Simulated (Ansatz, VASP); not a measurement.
One calculation of Sc, two programs

Contents of INCAR:

```
SYSTEM = Sc
PREC     = Accurate       ! precision mode
ENCUT    = 500            ! plane-wave cutoff, eV
EDIFF    = 1E-6           ! SCF threshold, eV
ISMEAR   = -1             ! smearing method
SIGMA    = 0.03           ! smearing width, eV
LREAL    = .False.        ! projectors in reciprocal space
LASPH    = .True.         ! aspherical terms in the spheres
NELM     = 120            ! most SCF steps
ALGO     = Normal         ! electronic algorithm
ISIF     = 2              ! what is computed and relaxed
LWAVE    = .False.        ! write WAVECAR
LCHARG   = .False.        ! write CHGCAR
GGA      = CA             ! functional
NBANDS   = 18             ! bands
GGA_COMPAT= .False.
```

KPOINTS

```
Automatic mesh
0
Gamma
  11 11 6
  0 0 0
```

POSCAR

```
Sc
1.0
    3.2269060027      0.0000000000      0.0000000000
   -1.6134530014      2.7945825740      0.0000000000
    0.0000000000      0.0000000000      5.0094253455
Sc
2
Direct
    0.3333333333      0.6666666667      0.2500000000
    0.6666666667      0.3333333333      0.7500000000
```

Input for Ansatz:

```yaml
crystal:
  lattice:
    - [3.2269060027, 0.0, 0.0]
    - [-1.6134530014, 2.794582574, 0.0]
    - [0.0, 0.0, 5.0094253455]
  atoms:
    - { symbol: Sc, position: [0.3333333333, 0.6666666667, 0.25] }
    - { symbol: Sc, position: [0.6666666667, 0.3333333333, 0.75] }
hamiltonian:
  xc: lda
  pseudopotentials:
    kind: paw
    azcp:
      Sc: "pseudopotentials/Sc.paw.azcp"
basis:
  ecutwfc: 420
  fft_grid_basis: typed
kpoints:
  mp_grid: { grid: [11, 11, 6], shift: [0, 0, 0] }
magnetization:
  spin_polarized: false
scf:
  occupations: { method: fermi_dirac, width: 0.03 }
  lower_state_search: "off"
output:
  stress: true
  write_density: true
  write_potential: true
  elf: true
  volumetric_format: npy
```

Alike in both runs: task single point; functional LDA; k mesh 11 × 11 × 6; occupations fermi-dirac, width 0.03 eV; no spin polarisation.

|  | VASP | Ansatz |
| --- | --- | --- |
| version | VASP 6.6.1 | Ansatz 0.2.0 |
| potentials or method | VASP PAW LDA potentials, release 64 (Sc_sv), cutoff 500 eV | plane waves (420 eV) with PAW, scalar-relativistic |
| valence electrons in the cell | 22 | 22 |

VASP gave:

| Property | Result |
| --- | --- |
| pressure (GPa) | -0.2 |
| traceless stress, the component that is largest in VASP (GPa) | -0.21 |

What did Ansatz give for the same quantities?

Pressure (GPa): -0.2; traceless stress, the component that is largest in VASP (GPa): -0.20.

Ansatz warns that its potentials were made for another functional, while VASP's fit it. LDA's correlation is that of Perdew and Zunger in VASP and of Perdew and Wang (1992) in Ansatz.
